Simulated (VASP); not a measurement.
# Si7Ge (P-43m) in VASP: a series of runs

The runs below take Si7Ge through single point, relaxation of cell and atoms, with PBEsol.

Program: VASP 6.6.1. These are calculated values, not measurements. Logs are shortened: lines on timing, memory, paths and dates and some standing lists are left out, and cuts for length are marked.

### Step 1. The cell of the first run

The structure is cubic, space group P-43m (No. 215). The conventional cell has a = 5.459 Å, b = 5.459 Å, c = 5.459 Å, α = 90.00°, β = 90.00°, γ = 90.00°. Within 3.1 Å of Si (site symmetry 3m) lie 3 Si at 2.36 Å and 1 Ge at 2.39 Å. Within 3.1 Å of Si (site symmetry -42m) lie 4 Si at 2.36 Å. Within 3.2 Å of Ge (site symmetry -43m) lie 4 Si at 2.39 Å.

### Step 2. Single point, PBEsol

File INCAR:

```
PREC = Accurate
ENCUT = 520
EDIFF = 1E-6
ISMEAR = 0
SIGMA = 0.03
LREAL = False
LASPH = True
NELM = 80
ALGO = Normal
ISIF = 2
LWAVE = False
LCHARG = False
GGA = PS
NBANDS = 31
```

File KPOINTS:

```
Automatic mesh
0
Gamma
  6 6 6
```

File POSCAR:

```
Si7Ge
1.0
    5.4591768537      0.0000000000      0.0000000000
    0.0000000000      5.4591768537      0.0000000000
    0.0000000000      0.0000000000      5.4591768537
Si Ge
7 1
Direct
    0.2525976808      0.2525976808      0.2525976808
    0.0000000000      0.5000000000      0.5000000000
    0.5000000000      0.5000000000      0.0000000000
    0.5000000000      0.0000000000      0.5000000000
    0.7474023192      0.2525976808      0.7474023192
    0.7474023192      0.7474023192      0.2525976808
    0.2525976808      0.7474023192      0.7474023192
    0.0000000000      0.0000000000      0.0000000000
```

Potentials or basis: VASP PAW PBE potentials, release 64 (Si, Ge_d).

On the command line:

```
$ cat potpaw_PBE.64/Si/POTCAR potpaw_PBE.64/Ge_d/POTCAR > POTCAR
$ mpirun -np 1 vasp_std > vasp.out
```

OUTCAR:

```text
PREC = Accurate
   ENCUT = 520
   EDIFF = 1E-6
   ISMEAR = 0
   LREAL = False
   LASPH = True
   NELM = 80
   ISIF = 2
   GGA = PS

 ion  position               nearest neighbor table
   1  0.253  0.253  0.253-   2 2.36   3 2.36   4 2.36   8 2.39
   2  0.000  0.500  0.500-   1 2.36   5 2.36   6 2.36   7 2.36
   3  0.500  0.500  0.000-   1 2.36   5 2.36   6 2.36   7 2.36
   4  0.500  0.000  0.500-   1 2.36   5 2.36   6 2.36   7 2.36
   5  0.747  0.253  0.747-   2 2.36   3 2.36   4 2.36   8 2.39
   6  0.747  0.747  0.253-   2 2.36   3 2.36   4 2.36   8 2.39
   7  0.253  0.747  0.747-   2 2.36   3 2.36   4 2.36   8 2.39
   8  0.000  0.000  0.000-   1 2.39   5 2.39   6 2.39   7 2.39

  LATTYP: Found a simple cubic cell.
 ALAT       =     5.4591768537

  Lattice vectors:

 A1 = (   5.4591768537,   0.0000000000,   0.0000000000)
 A2 = (   0.0000000000,   5.4591768537,   0.0000000000)
 A3 = (   0.0000000000,   0.0000000000,   5.4591768537)

Analysis of symmetry for initial positions (statically):
=====================================================================
 Subroutine PRICEL returns:
 Original cell was already a primitive cell.

 Routine SETGRP: Setting up the symmetry group for a
 simple cubic supercell.

 Subroutine GETGRP returns: Found 24 space group operations
 (whereof 24 operations were pure point group operations)
 out of a pool of 48 trial point group operations.

The static configuration has the point symmetry T_d .

Analysis of symmetry for dynamics (positions and initial velocities):
=====================================================================
 Subroutine PRICEL returns:
 Original cell was already a primitive cell.

 Routine SETGRP: Setting up the symmetry group for a
 simple cubic supercell.

 Subroutine GETGRP returns: Found 24 space group operations
 (whereof 24 operations were pure point group operations)
 out of a pool of 48 trial point group operations.

The dynamic configuration has the point symmetry T_d .

 Subroutine INISYM returns: Found 24 space group operations
 (whereof 24 operations are pure point group operations),
 and found     1 'primitive' translations

----------------------------------------------------------------------------------------

                                     Primitive cell

  volume of cell :     162.6977

  direct lattice vectors                    reciprocal lattice vectors
     5.459176854  0.000000000  0.000000000     0.183177799  0.000000000  0.000000000
     0.000000000  5.459176854  0.000000000     0.000000000  0.183177799  0.000000000
     0.000000000  0.000000000  5.459176854     0.000000000  0.000000000  0.183177799

  length of vectors
     5.459176854  5.459176854  5.459176854     0.183177799  0.183177799  0.183177799

  position of ions in fractional coordinates (direct lattice)
     0.252597681  0.252597681  0.252597681
     0.000000000  0.500000000  0.500000000
     0.500000000  0.500000000  0.000000000
     0.500000000  0.000000000  0.500000000
     0.747402319  0.252597681  0.747402319
     0.747402319  0.747402319  0.252597681
     0.252597681  0.747402319  0.747402319
     0.000000000  0.000000000  0.000000000

  ion indices of the primitive-cell ions
   primitive index   ion index
                 1           1
                 2           2
                 3           3
                 4           4
                 5           5
                 6           6
                 7           7
                 8           8

----------------------------------------------------------------------------------------

 KPOINTS: Automatic mesh

Automatic generation of k-mesh.
 Grid dimensions read from file:
 generate k-points for:    6    6    6

 Generating k-lattice:

  Cartesian coordinates                     Fractional coordinates (reciprocal lattice)
     0.030529633  0.000000000  0.000000000     0.166666667  0.000000000  0.000000000
     0.000000000  0.030529633  0.000000000     0.000000000  0.166666667  0.000000000
     0.000000000  0.000000000  0.030529633     0.000000000  0.000000000  0.166666667

  Length of vectors
     0.030529633  0.030529633  0.030529633

  Shift w.r.t. Gamma in fractional coordinates (k-lattice)
     0.000000000  0.000000000  0.000000000

 Subroutine IBZKPT returns following result:
 ===========================================

 Found     20 irreducible k-points:

 Following reciprocal coordinates:
            Coordinates               Weight
  0.000000  0.000000  0.000000      1.000000
  0.166667  0.000000  0.000000      6.000000
  0.333333  0.000000  0.000000      6.000000
  0.500000  0.000000  0.000000      3.000000
  0.166667  0.166667  0.000000     12.000000
  0.333333  0.166667  0.000000     24.000000
[... 12 lines left out ...]
  0.500000  0.500000  0.333333      6.000000
  0.500000  0.500000  0.500000      1.000000
   k-points           NKPTS =     20   k-points in BZ     NKDIM =     20   number of bands    NBANDS=     31
   number of dos      NEDOS =    301   number of ions     NIONS =      8
   total plane-waves  NPLWV =  74088
   dimension x,y,z NGX =    42 NGY =   42 NGZ =   42
   dimension x,y,z NGXF=    84 NGYF=   84 NGZF=   84
   ions per type =               7   1
   NGX,Y,Z   is equivalent  to a cutoff of  12.79, 12.79, 12.79 a.u.
   NGXF,Y,Z  is equivalent  to a cutoff of  25.58, 25.58, 25.58 a.u.
 SYSTEM =  unknown system
   PREC   = accura    normal or accurate (medium, high low for compatibility)
   ISTART =      0    job   : 0-new  1-cont  2-samecut
   ICHARG =      2    charge: 1-file 2-atom 10-const
   ISPIN  =      1    spin polarized calculation?
   LNONCOLLINEAR =      F non collinear calculations
   LSORBIT =      F    spin-orbit coupling
   LASPH  =      T    aspherical Exc in radial PAW
   ENCUT  =  520.0 eV  38.22 Ry    6.18 a.u.  10.15 10.15 10.15*2*pi/ulx,y,z
   NELM   =     80;   NELMIN=  2; NELMDL= -5     # of ELM steps
   EDIFF  = 0.1E-05   stopping-criterion for ELM
   LREAL  =      F    real-space projection
[... 7 lines left out ...]
   TEBEG  =    0.0;   TEEND  =   0.0 temperature during run
   PSTRESS=    0.0 pullay stress
   NELECT =      42.0000    total number of electrons
   NUPDOWN=      -1.0000    fix difference up-down
   EMIN   =  10.00;   EMAX   =-10.00  energy-range for DOS
   EFERMI =   0.00;   METHOD = LEGACY
   ISMEAR =     0;   SIGMA  =   0.03  broadening in eV -4-tet -1-fermi 0-gaus
   EFERMI_NEDOS =   21; number of points for ismear=-14 and -15
   IALGO  =     38    algorithm
   IMIX   =      4    mixing-type and parameters
     AMIX     =   0.40;   BMIX     =  1.00
     AMIX_MAG =   1.60;   BMIX_MAG =  1.00
  volume/ion in A,a.u.               =      20.34       137.24
  Fermi-wavevector in a.u.,A,eV,Ry     =   1.042391  1.969834 14.783812  1.086580
  Thomas-Fermi vector in A             =   2.177054
   LORBIT       =      0    0 simple, 1 ext, 2 COOP (PROOUT), +10 PAW based schemes
   GGA     = PS    functional components
   LHFCALC =     F    Hartree Fock is set to
   AEXX    =    0.0000 exact exchange contribution
   IVDW    =     0    specifies the selected vdW correction
   LEPSILON=     F    determine dielectric tensor
   LRPA    =     F    only Hartree local field effects (RPA)
 non-spin polarized calculation
 Gauss-broadening in eV      SIGMA  =   0.03
  energy-cutoff  :      520.00
  volume of cell :      162.70
 maximum number of plane-waves:      4416
 NGX is ok and might be reduce to    42

 number of electron      42.0000021 magnetization

 Free energy of the ion-electron system (eV)
  ---------------------------------------------------
  ext. energy  EPLUGINS =         0.00000000
  ---------------------------------------------------
  free energy    TOTEN  =       -45.12814603 eV

  energy without entropy =      -45.12814603  energy(sigma->0) =      -45.12814603

 E-fermi :   5.7924     XC(G=0):  -9.6384

 val. band max:        5.6545252879   @ k =   0.0000   0.0000   0.0000
 cond. band min:       5.9278470659   @ k =   0.0000   0.0000   0.0000
 fundamental gap:      0.2733217780
 Fermi energy:         5.7924435468

 k-point     1 :       0.0000    0.0000    0.0000
  band No.  band energies     occupation
      1     -18.4552      2.00000
      2     -18.4552      2.00000
      3     -18.4552      2.00000
      4     -18.4290      2.00000
      5     -18.4290      2.00000
      6      -6.4474      2.00000
[... 23 lines left out ...]
     30       8.1890      0.00000
     31       8.5586      0.00000

 k-point     2 :       0.1667    0.0000    0.0000
  band No.  band energies     occupation
      1     -18.4552      2.00000
      2     -18.4552      2.00000
      3     -18.4552      2.00000
      4     -18.4290      2.00000
      5     -18.4289      2.00000
      6      -6.3274      2.00000
[... 23 lines left out ...]
     30       8.7816      0.00000
     31       9.2619      0.00000

 k-point     3 :       0.3333    0.0000    0.0000
  band No.  band energies     occupation
      1     -18.4553      2.00000
      2     -18.4553      2.00000
      3     -18.4552      2.00000
      4     -18.4290      2.00000
      5     -18.4289      2.00000
      6      -5.9708      2.00000
[... 23 lines left out ...]
     30       9.9970      0.00000
     31       9.9970      0.00000

 k-point     4 :       0.5000    0.0000    0.0000
  band No.  band energies     occupation
      1     -18.4553      2.00000
      2     -18.4553      2.00000
      3     -18.4552      2.00000
      4     -18.4290      2.00000
      5     -18.4288      2.00000
      6      -5.4719      2.00000
[... 23 lines left out ...]
     30      10.4954      0.00000
     31      10.5576      0.00000

 k-point     5 :       0.1667    0.1667    0.0000
  band No.  band energies     occupation
      1     -18.4553      2.00000
      2     -18.4552      2.00000
      3     -18.4552      2.00000
      4     -18.4289      2.00000
      5     -18.4289      2.00000
      6      -6.2085      2.00000
[... 23 lines left out ...]
     30       8.5951      0.00000
     31      10.2131      0.00000
[... 406 lines left out ...]
     30       9.7382      0.00000
     31      10.1045      0.00000

 k-point    18 :       0.5000    0.3333    0.3333
  band No.  band energies     occupation
      1     -18.4553      2.00000
      2     -18.4553      2.00000
      3     -18.4553      2.00000
      4     -18.4288      2.00000
      5     -18.4288      2.00000
      6      -4.7386      2.00000
[... 23 lines left out ...]
     30       9.5150      0.00000
     31       9.6249      0.00000

 k-point    19 :       0.5000    0.5000    0.3333
  band No.  band energies     occupation
      1     -18.4554      2.00000
      2     -18.4553      2.00000
      3     -18.4553      2.00000
      4     -18.4288      2.00000
      5     -18.4287      2.00000
      6      -4.5386      2.00000
[... 23 lines left out ...]
     30       9.2449      0.00000
     31       9.2452      0.00000

 k-point    20 :       0.5000    0.5000    0.5000
  band No.  band energies     occupation
      1     -18.4554      2.00000
      2     -18.4554      2.00000
      3     -18.4554      2.00000
      4     -18.4287      2.00000
      5     -18.4287      2.00000
      6      -4.4706      2.00000
[... 23 lines left out ...]
     30       9.0016      0.00000
     31       9.0016      0.00000

------------------------ aborting loop because EDIFF is reached ----------------------------------------

  FORCE on cell =-STRESS in cart. coord.  units (eV):
  Direction    XX          YY          ZZ          XY          YZ          ZX
  --------------------------------------------------------------------------------------
  -------------------------------------------------------------------------------------
  Total        0.0601530      0.0601530      0.0601530      0.0000000     -0.0000000      0.0000000
  in kB        0.5923608      0.5923608      0.5923608      0.0000000     -0.0000000      0.0000000
  external PRESSURE =       0.5923608 kB  Pullay stress =       0.0000000 kB

 VOLUME and BASIS-vectors are now :
 -----------------------------------------------------------------------------
  energy-cutoff  :      520.00
  volume of cell :      162.70
      direct lattice vectors                 reciprocal lattice vectors
     5.459176854  0.000000000  0.000000000     0.183177799  0.000000000  0.000000000
     0.000000000  5.459176854  0.000000000     0.000000000  0.183177799  0.000000000
     0.000000000  0.000000000  5.459176854     0.000000000  0.000000000  0.183177799

 POSITION                                       TOTAL-FORCE (eV/Angst)
 -----------------------------------------------------------------------------------
      1.37898      1.37898      1.37898        -0.005258     -0.005258     -0.005258
      0.00000      2.72959      2.72959         0.000000      0.000000      0.000000
      2.72959      2.72959      0.00000         0.000000      0.000000      0.000000
      2.72959      0.00000      2.72959         0.000000      0.000000      0.000000
      4.08020      1.37898      4.08020         0.005258     -0.005258      0.005258
      4.08020      4.08020      1.37898         0.005258      0.005258     -0.005258
      1.37898      4.08020      4.08020        -0.005258      0.005258      0.005258
      0.00000      0.00000      0.00000         0.000000      0.000000      0.000000
 -----------------------------------------------------------------------------------
    total drift:                               -0.000000     -0.000000      0.000000

  FREE ENERGIE OF THE ION-ELECTRON SYSTEM (eV)
  ---------------------------------------------------
  free  energy   TOTEN  =       -45.1281460295 eV

  energy  without entropy=      -45.1281460295  energy(sigma->0) =      -45.12814603
```

It took 52 s on 1 thread of AMD EPYC 7R13 (Zen 3), shared host; peak memory 0.26 GiB.

Results:

- Free energy: -45.1281 eV
- Pressure: 0.1 GPa
- Largest force: 0.009 eV/Å
- Band gap on the k mesh: 0.27 eV

Forces on the atoms (eV/Å):
```
Si  -0.005 -0.005 -0.005
Si   0.000  0.000  0.000
Si   0.000  0.000  0.000
Si   0.000  0.000  0.000
Si   0.005 -0.005  0.005
Si   0.005  0.005 -0.005
Si  -0.005  0.005  0.005
Ge   0.000  0.000  0.000
```

Levels at points of the mesh, in eV from the valence-band top:
```
           k point  band 18  band 19  band 20  band 21  band 22  band 23  band 24  band 25
(0.00, 0.00, 0.00)    -2.87     0.00     0.00     0.00     0.27     0.66     0.66     0.66
(0.50, 0.00, 0.00)    -1.98    -1.98    -1.86    -1.86     0.94     1.11     3.01     3.02
(0.50, 0.50, 0.00)    -1.48    -1.36    -1.29    -1.29     2.25     2.25     2.33     2.52
(0.50, 0.50, 0.50)    -1.28    -1.10    -1.10    -1.10     0.97     1.42     1.42     1.42
```

Caveat: the PAW data sets were made with another functional, which shifts forces and pressure a little.

### Step 3. Single point, PBEsol

This run uses another cell than the first one: it holds 16 atoms, not 8.

File INCAR:

```
SYSTEM = Si7Ge
PREC = Accurate
ENCUT = 520
EDIFF = 1E-6
ISMEAR = 0
SIGMA = 0.03
LREAL = Auto
LASPH = .True.
NELM = 60
ALGO = Normal
ISIF = 2
LWAVE = .False.
LCHARG = .False.
GGA = PS
NBANDS = 56
```

File KPOINTS:

```
regular mesh
0
Gamma
  6 6 6
  0 0 0
```

File POSCAR:

```
Si7Ge
1.0
   -5.4591768537      0.0000000000     -5.4591768537
    0.0000000000     -5.4591768537     -5.4591768537
   -5.4591768537     -5.4591768537      0.0000000000
Si Ge
14 2
Direct
    0.3737011596      0.3737011596      0.3737011596
    0.8737011596      0.8737011596      0.8737011596
    0.5000000000      0.0000000000      0.5000000000
    0.0000000000      0.5000000000      0.0000000000
    0.5000000000      0.5000000000      0.0000000000
    1.0000000000      1.0000000000      0.5000000000
    0.0000000000      0.5000000000      0.5000000000
    0.5000000000      0.0000000000      0.0000000000
    0.8788965212      0.3737011596      0.3737011596
    0.3788965212      0.8737011596      0.8737011596
    0.3737011596      0.3737011596      0.8788965212
    0.8737011596      0.8737011596      0.3788965212
    0.3737011596      0.8788965212      0.3737011596
    0.8737011596      0.3788965212      0.8737011596
    0.5000000000      0.5000000000      0.5000000000
    1.0000000000      1.0000000000      1.0000000000
```

Potentials or basis: VASP PAW PBE potentials, release 64 (Si, Ge_d).

On the command line:

```
$ cat potpaw_PBE.64/Si/POTCAR potpaw_PBE.64/Ge_d/POTCAR > POTCAR
$ mpirun -np 1 vasp_std > vasp.out
```

Run time: 5.6 min. Hardware: 1 thread of AMD EPYC 7R13 (Zen 3), shared host; peak memory 0.53 GiB.

Results (log left out):

| Property | Result |
| --- | --- |
| Free energy | -90.2634 eV |
| Pressure | 0.1 GPa |
| Largest force | 0.010 eV/Å |
| Band gap on the k mesh | 0.27 eV |

Forces on the atoms (eV/Å):
```
Si  -0.006 -0.006 -0.006
Si  -0.006 -0.006 -0.006
Si   0.000  0.000  0.000
Si   0.000  0.000  0.000
Si   0.000  0.000  0.000
Si   0.000  0.000  0.000
Si   0.000  0.000  0.000
Si   0.000  0.000  0.000
Si   0.006 -0.006  0.006
Si   0.006 -0.006  0.006
Si   0.006  0.006 -0.006
Si   0.006  0.006 -0.006
Si  -0.006  0.006  0.006
Si  -0.006  0.006  0.006
Ge   0.000  0.000  0.000
Ge   0.000  0.000  0.000
```

Levels at points of the mesh, in eV from the valence-band top:
```csv
k point,band 40,band 41,band 42,band 43,band 44,band 45
"(0.00, 0.00, 0.00)",0.00,0.00,0.00,0.27,0.66,0.66
"(0.50, 0.00, 0.00)",-0.77,-0.77,-0.77,1.27,1.27,1.49
"(0.50, 0.50, 0.00)",-1.36,-1.29,-1.29,0.94,1.11,2.25
```

Caveat: the PAW data sets were made with another functional, which shifts forces and pressure a little. A k mesh can miss the band edges.

(Continued in part 2 of 2.)
